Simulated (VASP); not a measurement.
Input of a VASP 6.6.1 run:

The input INCAR:

```
PREC     = Accurate       # precision mode
ENCUT    = 520            # plane-wave cutoff, eV
EDIFF    = 1E-7           # SCF threshold, eV
ISMEAR   = -1             # smearing method
SIGMA    = 0.05           # smearing width, eV
LREAL    = False          # projectors in reciprocal space
LASPH    = True           # aspherical terms in the spheres
NELM     = 60             # most SCF steps
ALGO     = Normal         # electronic algorithm
ISIF     = 2              # what is computed and relaxed
LWAVE    = False          # write WAVECAR
LCHARG   = False          # write CHGCAR
GGA      = RE             # functional
IVDW     = 12             # dispersion correction
NBANDS   = 15             # bands
```

Contents of KPOINTS:

```
Automatic mesh
0
Gamma
  11 11 11
```

File POSCAR:

```
TiC
1.0
    0.0000000000      2.1350892636      2.1350892636
    2.1350892636      0.0000000000      2.1350892636
    2.1350892636      2.1350892636      0.0000000000
Ti C
1 1
Direct
    0.0000000000      0.0000000000      0.0000000000
    0.5000000000      0.5000000000      0.5000000000
```

Potentials or basis: VASP PAW PBE potentials, release 64 (Ti_sv, C).

Launch:

```sh
$ cat potpaw_PBE.64/Ti_sv/POTCAR potpaw_PBE.64/C/POTCAR > POTCAR
$ mpirun -np 1 vasp_std > vasp.out
```

Question: Estimate the band gap on the k mesh.

Answer: Zero (band 8 reaches 10.73 eV, above the bottom of band 9 at 9.59 eV).

Question: What does it give for the dispersion energy per atom?

Answer: -0.891 eV.

Question: Predict the pressure.

Answer: 0.2 GPa.

Caveat: the PAW data sets were made with another functional, which shifts forces and pressure a little; pairwise dispersion overbinds metals, which lowers pressure and volume.
